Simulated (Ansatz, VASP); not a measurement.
# ZnS: VASP beside Ansatz

```
Zn S
1.0
     3.84407    0.00000    0.00000
    -1.92203    3.32906    0.00000
     0.00000    0.00000    6.24160
Zn S
2 2
Cartesian
  0.0000 2.2194 -0.0037
  1.9220 1.1097 3.1171
  0.0000 2.2194 2.3443
  1.9220 1.1097 5.4651
```

Change from the starting cell: strain along c alone, the other axes held, atoms relaxed: -1.0 %.

Alike in both runs: functional PBE; k mesh 12 × 12 × 4; occupations gaussian, width 0.02 eV; no spin polarisation.

Ansatz relaxed the structure, and its values are those at the end. VASP's run is a single point on that final structure, the one shown.

|  | VASP | Ansatz |
| --- | --- | --- |
| version | VASP 6.6.1 | Ansatz 0.2.0 |
| potentials or method | VASP PAW PBE potentials, release 64 (Zn, S), cutoff 520 eV | scalar-relativistic, plane waves, PAW |
| valence electrons in the cell | 36 | 36 |

|  | VASP | Ansatz | Ansatz less VASP |
| --- | --- | --- | --- |
| gap on the k mesh at the Fermi level (eV) | 2.16 | 2.15 | -0.004 |
| least direct gap on the mesh (eV) | 2.16 | 2.15 | -0.004 |
| pressure (GPa) | 0.9 | 0.8 | -0.15 |

With one functional, cell and mesh, what is left measures potentials, basis and numerics. Ansatz's warnings: stress scf threshold loose.
